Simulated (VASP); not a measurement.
# BaTiO3 (P4/mmm) in VASP: notebook, part 2 of 2

VASP 6.6.1. Earlier steps stand in the parts before.

### 3 Single point, PBE (z stretched by -1 %, then relaxed in part)

File INCAR:

```
SYSTEM = BaTiO3
PREC = Accurate
ENCUT = 910
EDIFF = 1E-6
ISMEAR = -1
SIGMA = 0.02
LREAL = .FALSE.
LASPH = .TRUE.
NELM = 120
ALGO = Normal
ISIF = 2
LWAVE = .FALSE.
LCHARG = .TRUE.
GGA = PE
LELF = .TRUE.
LVHAR = .TRUE.
NBANDS = 28
GGA_COMPAT = .FALSE.
```

File KPOINTS:

```
regular mesh
0
G
  8 8 8
  0 0 0
```

File POSCAR:

```
BaTiO3
1.0
    4.0060000000      0.0000000000      0.0000000000
    0.0000000000      4.0060000000      0.0000000000
    0.0000000000      0.0000000000      3.9659400000
Ba Ti O
1 1 3
Direct
    0.5000000000      0.5000000000      0.5000000000
    0.0000000000      0.0000000000      0.0000000000
    0.5000000000      0.0000000000      0.0000000000
    0.0000000000      0.5000000000      0.0000000000
    0.0000000000      0.0000000000      0.5000000000
```

Potentials or basis: VASP PAW PBE potentials, release 64 (Ba_sv, Ti_sv, O_h).

Command:

```console
cat potpaw_PBE.64/Ba_sv/POTCAR potpaw_PBE.64/Ti_sv/POTCAR potpaw_PBE.64/O_h/POTCAR > POTCAR
mpirun -np 1 vasp_std > vasp.out
```

OUTCAR:

```text
SYSTEM = BaTiO3
   PREC = Accurate
   ENCUT = 910
   EDIFF = 1E-6
   ISMEAR = -1
   LREAL = .FALSE.
   LASPH = .TRUE.
   NELM = 120
   ISIF = 2
   GGA = PE

 ion  position               nearest neighbor table
   1  0.500  0.500  0.500-   3 2.82   4 2.82   3 2.82   4 2.82   3 2.82   3 2.82   4 2.82   4 2.82
                             5 2.83   5 2.83   5 2.83   5 2.83   2 3.46   2 3.46   2 3.46   2 3.46
   2  0.000  0.000  0.000-   5 1.98   5 1.98   3 2.00   4 2.00   4 2.00   3 2.00   1 3.46   1 3.46
                             1 3.46   1 3.46   1 3.46   1 3.46   1 3.46   1 3.46
   3  0.500  0.000  0.000-   2 2.00   2 2.00   1 2.82   1 2.82   1 2.82   1 2.82
   4  0.000  0.500  0.000-   2 2.00   2 2.00   1 2.82   1 2.82   1 2.82   1 2.82
   5  0.000  0.000  0.500-   2 1.98   2 1.98   1 2.83   1 2.83   1 2.83   1 2.83

  LATTYP: Found a simple tetragonal cell.
 ALAT       =     4.0060000000
 C/A-ratio  =     0.9900000000

  Lattice vectors:

 A1 = (   4.0060000000,   0.0000000000,   0.0000000000)
 A2 = (   0.0000000000,   4.0060000000,   0.0000000000)
 A3 = (   0.0000000000,   0.0000000000,   3.9659400000)

Analysis of symmetry for initial positions (statically):
[... 180 lines left out ...]

 val. band max:        4.2578777341   @ k =   0.5000   0.5000   0.5000
 cond. band min:       6.0017503429   @ k =   0.0000   0.0000   0.0000
 fundamental gap:      1.7438726088
 Fermi energy:         4.6595591013

 k-point     1 :       0.0000    0.0000    0.0000
  band No.  band energies     occupation
      1     -52.3537      2.00000
      2     -28.5715      2.00000
      3     -28.5671      2.00000
      4     -28.5671      2.00000
      5     -20.5415      2.00000
      6     -12.6610      2.00000
[... 733 lines left out ...]
     27      12.2162      0.00000
     28      13.1093      0.00000

 [... further k-points ...]

------------------------ aborting loop because EDIFF is reached ----------------------------------------

  FORCE on cell =-STRESS in cart. coord.  units (eV):
  Direction    XX          YY          ZZ          XY          YZ          ZX
  --------------------------------------------------------------------------------------
  -------------------------------------------------------------------------------------
  Total        1.6930399      1.6930399      2.5484604      0.0000000      0.0000000      0.0000000
  in kB       42.6196372     42.6196372     64.1535140      0.0000000      0.0000000      0.0000000
  external PRESSURE =      49.7975962 kB  Pullay stress =       0.0000000 kB

 VOLUME and BASIS-vectors are now :
 -----------------------------------------------------------------------------
  energy-cutoff  :      910.00
  volume of cell :       63.65
      direct lattice vectors                 reciprocal lattice vectors
     4.006000000  0.000000000  0.000000000     0.249625562  0.000000000  0.000000000
     0.000000000  4.006000000  0.000000000     0.000000000  0.249625562  0.000000000
     0.000000000  0.000000000  3.965940000     0.000000000  0.000000000  0.252147032

 POSITION                                       TOTAL-FORCE (eV/Angst)
 -----------------------------------------------------------------------------------
      2.00300      2.00300      1.98297         0.000000      0.000000      0.000000
      0.00000      0.00000      0.00000         0.000000      0.000000      0.000000
      2.00300      0.00000      0.00000         0.000000      0.000000      0.000000
      0.00000      2.00300      0.00000         0.000000      0.000000      0.000000
      0.00000      0.00000      1.98297         0.000000      0.000000      0.000000
 -----------------------------------------------------------------------------------
    total drift:                               -0.000000      0.000000     -0.000000

  FREE ENERGIE OF THE ION-ELECTRON SYSTEM (eV)
  ---------------------------------------------------
  free  energy   TOTEN  =       -39.9743878876 eV

  energy  without entropy=      -39.9743878876  energy(sigma->0) =      -39.97438789
```

OSZICAR:

```text
N       E                     dE             d eps       ncg     rms          rms(c)
DAV:   1     0.588429131201E+03    0.58843E+03   -0.28109E+04  4200   0.231E+03
DAV:   2     0.554534063830E+02   -0.53298E+03   -0.50777E+03  4500   0.531E+02
DAV:   3    -0.447880024559E+02   -0.10024E+03   -0.95125E+02  5756   0.191E+02
DAV:   4    -0.506734128720E+02   -0.58854E+01   -0.58588E+01  5404   0.467E+01
DAV:   5    -0.508941214014E+02   -0.22071E+00   -0.22053E+00  6400   0.858E+00    0.233E+01
DAV:   6    -0.400730897269E+02    0.10821E+02   -0.56185E+01  6160   0.658E+01    0.985E+00
DAV:   7    -0.401156784422E+02   -0.42589E-01   -0.99308E+00  5792   0.221E+01    0.673E+00
DAV:   8    -0.399659628639E+02    0.14972E+00   -0.71129E-01  5112   0.718E+00    0.355E+00
DAV:   9    -0.400007801572E+02   -0.34817E-01   -0.35661E-01  6204   0.526E+00    0.155E+00
DAV:  10    -0.399793188429E+02    0.21461E-01   -0.15045E-01  4952   0.404E+00    0.680E-01
DAV:  11    -0.399745120766E+02    0.48068E-02   -0.21464E-02  5628   0.893E-01    0.198E-01
DAV:  12    -0.399745374134E+02   -0.25337E-04   -0.30385E-03  5120   0.542E-01    0.108E-01
DAV:  13    -0.399743869748E+02    0.15044E-03   -0.76573E-04  5028   0.305E-01    0.257E-02
DAV:  14    -0.399743874801E+02   -0.50537E-06   -0.55858E-05  6056   0.576E-02    0.130E-02
DAV:  15    -0.399743886225E+02   -0.11423E-05   -0.14926E-05  4928   0.381E-02    0.929E-03
DAV:  16    -0.399743878876E+02    0.73483E-06   -0.19128E-06  4232   0.148E-02
   1 F= -.39974388E+02 E0= -.39974388E+02  d E =-.171505E-10
```

stdout:

```text
POSCAR found type information on POSCAR BaTiO
 POSCAR found :  3 types and       5 ions
 scaLAPACK will be used
 LDA part: xc-table for (Slater+PW92), standard interpolation
 POSCAR, INCAR and KPOINTS ok, starting setup
 FFT: planning ... GRIDC
 FFT: planning ... GRID_SOFT
 FFT: planning ... GRID
 WAVECAR not read
 entering main loop
```

Wall time 3.9 min (1 thread of AMD EPYC 7R43 (Zen 3), shared host); peak memory 0.43 GiB.

Results:

- Free energy: -39.9744 eV
- Pressure: 5.0 GPa
- Band gap on the k mesh: 1.74 eV (least direct gap 1.88 eV)

Stress tensor (GPa, compression positive):
```
4.26 0.00 0.00
0.00 4.26 0.00
0.00 0.00 6.42
```

Caveat: the cell differs from its parent crystal (z stretched by -1 %, then relaxed in part); the cutoff is under 1.25 times the usual one of these potentials, so pressure, stress and relaxed cells hold a basis-set (Pulay) error; the cell stands under pressure; spin-orbit coupling is left out, which moves the levels of the heavy elements. A k mesh can miss the band edges.

### 4 Single point, PBE (z stretched by -2 %, then relaxed in part)

File INCAR:

```
PREC     = Accurate       # precision mode
ENCUT    = 910            # plane-wave cutoff, eV
EDIFF    = 1E-6           # SCF threshold, eV
ISMEAR   = -1             # smearing method
SIGMA    = 0.02           # smearing width, eV
LREAL    = False          # projectors in reciprocal space
LASPH    = True           # aspherical terms in the spheres
NELM     = 120            # most SCF steps
ALGO     = Normal         # electronic algorithm
ISIF     = 2              # what is computed and relaxed
LWAVE    = False          # write WAVECAR
LCHARG   = False          # write CHGCAR
GGA      = PE             # functional
NBANDS   = 28             # bands
GGA_COMPAT= False
```

File KPOINTS:

```
regular mesh
0
Gamma
  8 8 8
```

POSCAR: that of step 3 with these lines changed.

```diff
@@ -4,3 +4,3 @@
     0.0000000000      4.0060000000      0.0000000000
-    0.0000000000      0.0000000000      3.9659400000
+    0.0000000000      0.0000000000      3.9258800000
 Ba Ti O
```

Command:

```console
cat potpaw_PBE.64/Ba_sv/POTCAR potpaw_PBE.64/Ti_sv/POTCAR potpaw_PBE.64/O_h/POTCAR > POTCAR
mpirun -np 1 vasp_std > vasp.out
```

Wall time 2.1 min (1 thread of Intel Xeon 6975P-C (Granite Rapids), shared host); peak memory 0.45 GiB.

Results (log left out):

- Free energy: -39.9404 eV
- Pressure: 7.0 GPa
- Band gap on the k mesh: 1.74 eV (least direct gap 1.87 eV)

Stress tensor (GPa, compression positive):
```
5.48 0.00 0.00
0.00 5.48 0.00
0.00 0.00 9.92
```

Levels at points of the mesh, in eV from the valence-band top:
```csv
k point,band 17,band 18,band 19,band 20,band 21,band 22,band 23,band 24
"(0.00, 0.00, 0.00)",-1.09,-0.15,-0.15,-0.13,1.74,1.78,1.78,3.94
"(0.50, 0.00, 0.00)",-1.79,-1.79,-0.73,-0.71,1.94,3.50,3.51,4.05
"(0.50, 0.50, 0.00)",-1.72,-1.00,-1.00,-0.15,3.51,3.51,3.92,5.03
"(0.00, 0.00, 0.50)",-2.00,-1.95,-0.74,-0.74,1.93,3.68,3.68,3.94
"(0.50, 0.00, 0.50)",-1.72,-0.83,-0.82,-0.10,3.51,3.69,4.03,4.82
"(0.50, 0.50, 0.50)",-2.28,-0.05,0.00,0.00,4.19,4.29,4.29,6.72
```

Caveat: the cell differs from its parent crystal (z stretched by -2 %, then relaxed in part); the cutoff is under 1.25 times the usual one of these potentials, so pressure, stress and relaxed cells hold a basis-set (Pulay) error; the cell stands under pressure; spin-orbit coupling is left out, which moves the levels of the heavy elements.

### 5 The runs side by side

| cell | gap on the mesh (eV) | pressure (GPa) |
| --- | --- | --- |
| a = 4.006, b = 4.006, c = 4.086 Å, 5 atoms | 1.67 | -0.1 |
| a = 4.006, b = 4.006, c = 3.966 Å, 5 atoms | 1.74 | 5.0 |
| a = 4.006, b = 4.006, c = 3.926 Å, 5 atoms | 1.74 | 7.0 |

Alike in all rows: task single point; level PBE; potentials or basis VASP PAW PBE potentials, release 64 (Ba_sv, Ti_sv, O_h); no spin polarisation; k mesh 8 × 8 × 8; cutoff (eV) 910; smearing fermi-dirac 0.02 eV.

Caveats: the cutoff is under 1.25 times the usual one of these potentials, so pressure, stress and relaxed cells hold a basis-set (Pulay) error; spin-orbit coupling is left out, which moves the levels of the heavy elements; the cell stands under pressure (at least some runs).

Total energies depend on the potentials used, so only differences within one code and one set of settings carry meaning.
